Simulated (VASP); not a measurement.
Here is a VASP 6.6.1 calculation.

The input INCAR:

```
PREC = Accurate ; ENCUT = 600
EDIFF = 1E-7 ; ISMEAR = -1
SIGMA = 0.05 ; LREAL = False
LASPH = True ; NELM = 100
ALGO = Normal ; ISIF = 3
LWAVE = False ; LCHARG = False
GGA = PE ; IBRION = 2
NSW = 60 ; EDIFFG = -0.01
PSTRESS = 200.0
```

Contents of KPOINTS:

```
regular mesh
0
Gamma
  6 6 6
```

Contents of POSCAR:

```
Tl3Cu
1.0
    4.7169980000      0.0000000000      0.0000000000
    0.0000000000      4.7169980000      0.0000000000
    0.0000000000      0.0000000000      4.7169980000
Tl Cu
3 1
Direct
    0.5000000000      0.5000000000      0.0000000000
    0.5000000000      0.0000000000      0.5000000000
    0.0000000000      0.5000000000      0.5000000000
    0.0000000000      0.0000000000      0.0000000000
```

Potentials or basis: VASP PAW PBE potentials, release 64 (Tl_d, Cu).

Command:

```console
$ cat potpaw_PBE.64/Tl_d/POTCAR potpaw_PBE.64/Cu/POTCAR > POTCAR
$ mpirun -np 1 vasp_std > vasp.out
```

(1) Predict the relaxed cell.

(2) Predict the space group after relaxing (to 0.1 Å).

## Answers

(1) a = 4.290 Å, b = 4.290 Å, c = 4.290 Å, α = 90.00°, β = 90.00°, γ = 90.00°.

(2) Pm-3m (No. 221).
